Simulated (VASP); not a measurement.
# CdP2C (P-4m2) in VASP: notebook, part 2 of 2

VASP 6.6.1. Earlier steps stand in the parts before.

## Step 3: Single point, PBE (volume changed by -3%)

File INCAR:

```
PREC = Accurate ; ENCUT = 520
EDIFF = 1E-6 ; ISMEAR = -1
SIGMA = 0.02 ; LREAL = False
LASPH = True ; NELM = 100
ALGO = Normal ; ISIF = 2
LWAVE = False ; LCHARG = False
GGA = PE ; NBANDS = 21
```

File KPOINTS:

```
regular mesh
0
Gamma
  6 6 4
```

File POSCAR:

```
CdP2C
1.0
    3.2487984889      0.0000000000      0.0000000000
    0.0000000000      3.2487984889      0.0000000000
    0.0000000000      0.0000000000      6.0617779440
Cd P C
1 2 1
Direct
    0.0000000000      0.0000000000      0.0000000000
    0.0000000000      0.5000000000      0.3295789830
    0.5000000000      0.0000000000      0.6704210170
    0.5000000000      0.5000000000      0.5000000000
```

Potentials or basis: VASP PAW PBE potentials, release 64 (Cd, P, C).

The run is started by

```sh
$ cat potpaw_PBE.64/Cd/POTCAR potpaw_PBE.64/P/POTCAR potpaw_PBE.64/C/POTCAR > POTCAR
$ mpirun -np 1 vasp_std > vasp.out
```

OUTCAR:

```text
PREC = Accurate
   ENCUT = 520
   EDIFF = 1E-6
   ISMEAR = -1
   LREAL = False
   LASPH = True
   NELM = 100
   ISIF = 2
   GGA = PE

 ion  position               nearest neighbor table
   1  0.000  0.000  0.000-   2 2.57   3 2.57   2 2.57   3 2.57
   2  0.000  0.500  0.330-   4 1.93   4 1.93   1 2.57   1 2.57
   3  0.500  0.000  0.670-   4 1.93   4 1.93   1 2.57   1 2.57
   4  0.500  0.500  0.500-   2 1.93   3 1.93   3 1.93   2 1.93

  LATTYP: Found a simple tetragonal cell.
 ALAT       =     3.2487984889
 C/A-ratio  =     1.8658522419

  Lattice vectors:

 A1 = (   3.2487984889,   0.0000000000,   0.0000000000)
 A2 = (   0.0000000000,   3.2487984889,   0.0000000000)
 A3 = (   0.0000000000,   0.0000000000,   6.0617779440)

Analysis of symmetry for initial positions (statically):
=====================================================================
 Subroutine PRICEL returns:
 Original cell was already a primitive cell.

 Routine SETGRP: Setting up the symmetry group for a
 simple tetragonal supercell.

 Subroutine GETGRP returns: Found  8 space group operations
 (whereof  8 operations were pure point group operations)
 out of a pool of 16 trial point group operations.

The static configuration has the point symmetry D_2d.

Analysis of symmetry for dynamics (positions and initial velocities):
=====================================================================
 Subroutine PRICEL returns:
 Original cell was already a primitive cell.

 Routine SETGRP: Setting up the symmetry group for a
 simple tetragonal supercell.

 Subroutine GETGRP returns: Found  8 space group operations
 (whereof  8 operations were pure point group operations)
 out of a pool of 16 trial point group operations.

The dynamic configuration has the point symmetry D_2d.

 Subroutine INISYM returns: Found  8 space group operations
 (whereof  8 operations are pure point group operations),
 and found     1 'primitive' translations

----------------------------------------------------------------------------------------

                                     Primitive cell

  volume of cell :      63.9802

  direct lattice vectors                    reciprocal lattice vectors
     3.248798489  0.000000000  0.000000000     0.307806102  0.000000000  0.000000000
     0.000000000  3.248798489  0.000000000     0.000000000  0.307806102  0.000000000
     0.000000000  0.000000000  6.061777944     0.000000000  0.000000000  0.164968102

  length of vectors
     3.248798489  3.248798489  6.061777944     0.307806102  0.307806102  0.164968102

  position of ions in fractional coordinates (direct lattice)
     0.000000000  0.000000000  0.000000000
     0.000000000  0.500000000  0.329578983
     0.500000000  0.000000000  0.670421017
     0.500000000  0.500000000  0.500000000

  ion indices of the primitive-cell ions
   primitive index   ion index
                 1           1
                 2           2
                 3           3
                 4           4

----------------------------------------------------------------------------------------

 KPOINTS: regular mesh

Automatic generation of k-mesh.
 Grid dimensions read from file:
 generate k-points for:    6    6    4

 Generating k-lattice:

  Cartesian coordinates                     Fractional coordinates (reciprocal lattice)
     0.051301017  0.000000000  0.000000000     0.166666667  0.000000000  0.000000000
     0.000000000  0.051301017  0.000000000     0.000000000  0.166666667  0.000000000
     0.000000000  0.000000000  0.041242025     0.000000000  0.000000000  0.250000000

  Length of vectors
     0.051301017  0.051301017  0.041242025

  Shift w.r.t. Gamma in fractional coordinates (k-lattice)
     0.000000000  0.000000000  0.000000000

 Subroutine IBZKPT returns following result:
 ===========================================

 Found     30 irreducible k-points:

 Following reciprocal coordinates:
            Coordinates               Weight
  0.000000  0.000000  0.000000      1.000000
  0.166667  0.000000  0.000000      4.000000
  0.333333  0.000000  0.000000      4.000000
  0.500000  0.000000  0.000000      2.000000
  0.166667  0.166667  0.000000      4.000000
  0.333333  0.166667  0.000000      8.000000
[... 16 lines left out ...]
  0.333333  0.000000  0.500000      4.000000
  0.500000  0.000000  0.500000      2.000000
 [... further k-points ...]
   k-points           NKPTS =     30   k-points in BZ     NKDIM =     30   number of bands    NBANDS=     21
   number of dos      NEDOS =    301   number of ions     NIONS =      4
   total plane-waves  NPLWV =  27648
   dimension x,y,z NGX =    24 NGY =   24 NGZ =   48
   dimension x,y,z NGXF=    48 NGYF=   48 NGZF=   96
   ions per type =               1   2   1
   NGX,Y,Z   is equivalent  to a cutoff of  12.28, 12.28, 13.16 a.u.
   NGXF,Y,Z  is equivalent  to a cutoff of  24.56, 24.56, 26.33 a.u.
 SYSTEM =  unknown system
   PREC   = accura    normal or accurate (medium, high low for compatibility)
   ISTART =      0    job   : 0-new  1-cont  2-samecut
   ICHARG =      2    charge: 1-file 2-atom 10-const
   ISPIN  =      1    spin polarized calculation?
   LNONCOLLINEAR =      F non collinear calculations
   LSORBIT =      F    spin-orbit coupling
   LASPH  =      T    aspherical Exc in radial PAW
   ENCUT  =  520.0 eV  38.22 Ry    6.18 a.u.   6.04  6.04 11.27*2*pi/ulx,y,z
   NELM   =    100;   NELMIN=  2; NELMDL= -5     # of ELM steps
   EDIFF  = 0.1E-05   stopping-criterion for ELM
   LREAL  =      F    real-space projection
   EDIFFG = 0.1E-04   stopping-criterion for IOM
   NSW    =      0    number of steps for IOM
   IBRION =     -1    ionic relax: 0-MD 1-quasi-New 2-CG
   NFREE  =      0    steps in history (QN), initial steepest desc. (CG)
   ISIF   =      2    stress and relaxation
   ISYM   =      2    0-nonsym 1-usesym 2-fastsym
   POTIM  = 0.5000    time-step for ionic-motion
   TEBEG  =    0.0;   TEEND  =   0.0 temperature during run
   PSTRESS=    0.0 pullay stress
   NELECT =      26.0000    total number of electrons
   NUPDOWN=      -1.0000    fix difference up-down
   EMIN   =  10.00;   EMAX   =-10.00  energy-range for DOS
   EFERMI =   0.00;   METHOD = LEGACY
   ISMEAR =    -1;   SIGMA  =   0.02  broadening in eV -4-tet -1-fermi 0-gaus
   EFERMI_NEDOS =   21; number of points for ismear=-14 and -15
   IALGO  =     38    algorithm
   IMIX   =      4    mixing-type and parameters
     AMIX     =   0.40;   BMIX     =  1.00
     AMIX_MAG =   1.60;   BMIX_MAG =  1.00
  volume/ion in A,a.u.               =      16.00       107.94
  Fermi-wavevector in a.u.,A,eV,Ry     =   1.212600  2.291481 20.005977  1.470398
  Thomas-Fermi vector in A             =   2.348078
   LORBIT       =      0    0 simple, 1 ext, 2 COOP (PROOUT), +10 PAW based schemes
   GGA     = PE    functional components
   LHFCALC =     F    Hartree Fock is set to
   AEXX    =    0.0000 exact exchange contribution
   IVDW    =     0    specifies the selected vdW correction
   LEPSILON=     F    determine dielectric tensor
   LRPA    =     F    only Hartree local field effects (RPA)
 non-spin polarized calculation
  energy-cutoff  :      520.00
  volume of cell :       63.98
 maximum number of plane-waves:      1741
   NGX = 13   NGY = 13   NGZ = 23

 number of electron      25.9999993 magnetization

 Free energy of the ion-electron system (eV)
  ---------------------------------------------------
  ext. energy  EPLUGINS =         0.00000000
  ---------------------------------------------------
  free energy    TOTEN  =       -18.05654543 eV

  energy without entropy =      -18.05492801  energy(sigma->0) =      -18.05573672

 E-fermi :   6.4733     XC(G=0): -10.6654

 val. band max:        6.4589688977   @ k =   0.1667   0.0000   0.5000
 cond. band min:       6.5343164503   @ k =   0.3333   0.3333   0.0000
 fundamental gap:      0.0753475526
 Fermi energy:         6.4732548689

 k-point     1 :       0.0000    0.0000    0.0000
  band No.  band energies     occupation
      1     -10.5846      2.00000
      2      -5.6905      2.00000
      3      -3.5720      2.00000
      4      -3.3688      2.00000
      5      -3.1031      2.00000
      6      -3.1031      2.00000
[... 550 lines left out ...]
      5      -3.2127      2.00000
      6      -3.0732      2.00000
[... 13 lines left out ...]
     20      13.6229      0.00000
     21      15.5043      0.00000

 [... further k-points ...]

------------------------ aborting loop because EDIFF is reached ----------------------------------------

  FORCE on cell =-STRESS in cart. coord.  units (eV):
  Direction    XX          YY          ZZ          XY          YZ          ZX
  --------------------------------------------------------------------------------------
  -------------------------------------------------------------------------------------
  Total        1.1583985      1.1583985      1.5804670      0.0000000      0.0000000      0.0000000
  in kB       29.0083474     29.0083474     39.5776901      0.0000000      0.0000000      0.0000000
  external PRESSURE =      32.5314616 kB  Pullay stress =       0.0000000 kB

 VOLUME and BASIS-vectors are now :
 -----------------------------------------------------------------------------
  energy-cutoff  :      520.00
  volume of cell :       63.98
      direct lattice vectors                 reciprocal lattice vectors
     3.248798489  0.000000000  0.000000000     0.307806102  0.000000000  0.000000000
     0.000000000  3.248798489  0.000000000     0.000000000  0.307806102  0.000000000
     0.000000000  0.000000000  6.061777944     0.000000000  0.000000000  0.164968102

 POSITION                                       TOTAL-FORCE (eV/Angst)
 -----------------------------------------------------------------------------------
      0.00000      0.00000      0.00000         0.000000     -0.000000      0.000000
      0.00000      1.62440      1.99783         0.000000     -0.000000     -0.030639
      1.62440      0.00000      4.06394         0.000000     -0.000000      0.030639
      1.62440      1.62440      3.03089         0.000000      0.000000      0.000000
 -----------------------------------------------------------------------------------
    total drift:                                0.000000      0.000000     -0.000000

  FREE ENERGIE OF THE ION-ELECTRON SYSTEM (eV)
  ---------------------------------------------------
  free  energy   TOTEN  =       -18.0565454344 eV

  energy  without entropy=      -18.0549280124  energy(sigma->0) =      -18.05573672
```

Wall time 14 s (1 thread of Intel Xeon 6975P-C (Granite Rapids), shared host); peak memory 0.19 GiB.

What came out:

* Free energy: -18.0565 eV
* Pressure: 3.3 GPa
* Largest force: 0.031 eV/Å
* Band gap on the k mesh: zero (band 13 reaches 6.93 eV, above the bottom of band 14 at 6.35 eV)

Forces on the atoms (eV/Å):
```
Cd   0.000  0.000  0.000
P    0.000  0.000 -0.031
P    0.000  0.000  0.031
C    0.000  0.000  0.000
```

Caveat: the cell differs from its parent crystal (volume changed by -3%).

## Step 4: Single point, PBE

This run uses another cell than the first one, of 16.49 Å³/atom, 1.064 times its volume.

File INCAR:

```
SYSTEM = CdP2C
PREC     = Accurate       ! precision mode
ENCUT    = 520            ! plane-wave cutoff, eV
EDIFF    = 1E-6           ! SCF threshold, eV
ISMEAR   = -1             ! smearing method
SIGMA    = 0.02           ! smearing width, eV
LREAL    = .FALSE.        ! projectors in reciprocal space
LASPH    = .TRUE.         ! aspherical terms in the spheres
NELM     = 60             ! most SCF steps
ALGO     = Normal         ! electronic algorithm
ISIF     = 2              ! what is computed and relaxed
LWAVE    = .FALSE.        ! write WAVECAR
LCHARG   = .TRUE.         ! write CHGCAR
GGA      = PE             ! functional
LELF     = .TRUE.         ! ELF
LVHAR    = .TRUE.       
NBANDS   = 21             ! bands
```

File KPOINTS:

```
regular mesh
0
G
  6 6 4
  0 0 0
```

File POSCAR:

```
CdP2C
1.0
    3.2819517837      0.0000000000      0.0000000000
    0.0000000000      3.2819517837      0.0000000000
    0.0000000000      0.0000000000      6.1236370934
Cd P C
1 2 1
Direct
    0.0000000000      0.0000000000      0.0000000000
    0.0000000000      0.5000000000      0.3295789830
    0.5000000000      0.0000000000      0.6704210170
    0.5000000000      0.5000000000      0.5000000000
```

The run is started by

```sh
$ cat potpaw_PBE.64/Cd/POTCAR potpaw_PBE.64/P/POTCAR potpaw_PBE.64/C/POTCAR > POTCAR
$ mpirun -np 1 vasp_std > vasp.out
```

It took 15 s on 1 thread of Intel Xeon 6975P-C (Granite Rapids), shared host; peak memory 0.19 GiB.

It converged, with:

* Free energy: -18.0788 eV
* Pressure: 0.3 GPa
* Largest force: 0.006 eV/Å
* Band gap on the k mesh: zero (band 13 reaches 6.55 eV, above the bottom of band 14 at 6.02 eV)

Forces in eV/Å, atoms in the order of the input:
```
Cd   0.000  0.000  0.000
P    0.000  0.000  0.006
P    0.000  0.000 -0.006
C    0.000  0.000  0.000
```

Stress tensor (GPa, compression positive):
```
0.19 0.00 0.00
0.00 0.19 0.00
0.00 0.00 0.65
```

Levels at points of the mesh, in eV from the Fermi level:
```tsv
k point	band 10	band 11	band 12	band 13	band 14	band 15	band 16	band 17
(0.00, 0.00, 0.00)	-5.75	-2.47	-1.53	-0.21	0.80	0.80	1.78	3.79
(0.50, 0.00, 0.00)	-5.04	-4.80	-4.73	0.43	0.45	2.00	2.60	4.21
(0.50, 0.50, 0.00)	-5.18	-4.13	-4.13	-2.92	0.93	0.93	0.97	1.27
(0.00, 0.00, 0.50)	-5.67	-5.57	-0.59	-0.27	0.27	0.27	3.06	4.92
(0.50, 0.00, 0.50)	-5.05	-3.26	-2.92	-0.93	0.54	0.61	1.36	4.21
(0.50, 0.50, 0.50)	-5.28	-4.61	-4.61	-3.44	2.04	3.08	3.08	3.73
```

## Step 5: The runs side by side

```tsv
cell	gap on the mesh (eV)	pressure (GPa)	largest force (eV/Å)
a = 3.215, b = 3.215, c = 5.999 Å, 4 atoms	none	6.5	0.07
a = 3.249, b = 3.249, c = 6.062 Å, 4 atoms	none	3.3	0.03
a = 3.282, b = 3.282, c = 6.124 Å, 4 atoms	none	0.3	0.01
```

Alike in all rows: task single point; level PBE; potentials or basis VASP PAW PBE potentials, release 64 (Cd, P, C); no spin polarisation; k mesh 6 × 6 × 4; cutoff (eV) 520; smearing fermi-dirac 0.02 eV.

Total energies depend on the potentials used, so only differences within one code and one set of settings carry meaning.
